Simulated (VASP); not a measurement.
**CoO: single point with PBEsol**

CoO:

```xyz
2
Lattice="0.0000 2.1745 2.1745 2.1745 0.0000 2.1745 2.1745 2.1745 0.0000" Properties=species:S:1:pos:R:3 pbc="T T T"
Co    0.0000    0.0000    0.0000
O     1.0872    1.0872    1.0872
```

* Program: VASP 6.6.1
* Task: single point
* Functional: PBEsol
* Potentials or basis: VASP PAW PBE potentials, release 64 (Co, O)
* Cutoff: 520 eV
* k mesh: 16 × 16 × 16
* Occupations: gaussian, width 0.1 eV
* Spin: non-collinear spin, typed start, spin-orbit coupling
* Starting moments: [[0.0, 3.0, 0.0], [0.0, 0.0, 0.0]] μB

```
Pressure                                              : 0.0 GPa
Net moment                                            : 1.82 μB per cell
Valence electrons inside the program's atomic spheres : Co 8.26; O 4.99
```

Moments on the atoms (μB; x, y, z):
```
Co  0.00 1.62 0.00
O   0.00 0.16 0.00
```

It took 19 min on 1 thread of Intel(R) Xeon(R) Platinum 8488C (Sapphire Rapids), with other jobs on the host, peak memory 0.85 GiB.

Caveat: the PAW data sets were made with another functional, which shifts forces and pressure a little; a cell with one magnetic atom can't hold antiferromagnetic order, which such compounds often take.
